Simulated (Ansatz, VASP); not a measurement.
Si in VASP and in Ansatz

```
Si
1.0
     2.26987   -3.92873    0.00000
     2.26987    3.92873    0.00000
     0.00000    0.00000    2.52666
Si
3
Direct
  0.66676 0.33324 0.00000
  0.33324 0.66676 0.00000
  0.00000 0.00000 0.00000
```

Alike in both runs: functional PBE; k mesh 4 × 4 × 4; occupations gaussian, width 0.1 eV; no spin polarisation.

Ansatz relaxed the structure, and its values are those at the end. VASP's run is a single point on that final structure, the one shown.

|  | VASP | Ansatz |
| --- | --- | --- |
| version | VASP 6.6.1 | Ansatz 0.2.0 |
| potentials or method | VASP PAW PBE potentials, release 64 (Si), cutoff 520 eV | scalar-relativistic, plane waves, PAW |
| valence electrons in the cell | 12 | 12 |

```tsv
	VASP	Ansatz	Ansatz less VASP
gap on the k mesh at the Fermi level (eV)	none	none	-
pressure (GPa)	0.0	0.1	+0.05
```

A gap of «none» marks a metal or a gap that the smearing closes. The functional is the same, so the differences come from potentials, cutoffs and numerics.

The k mesh is coarse, so the values compare programs but aren't converged.
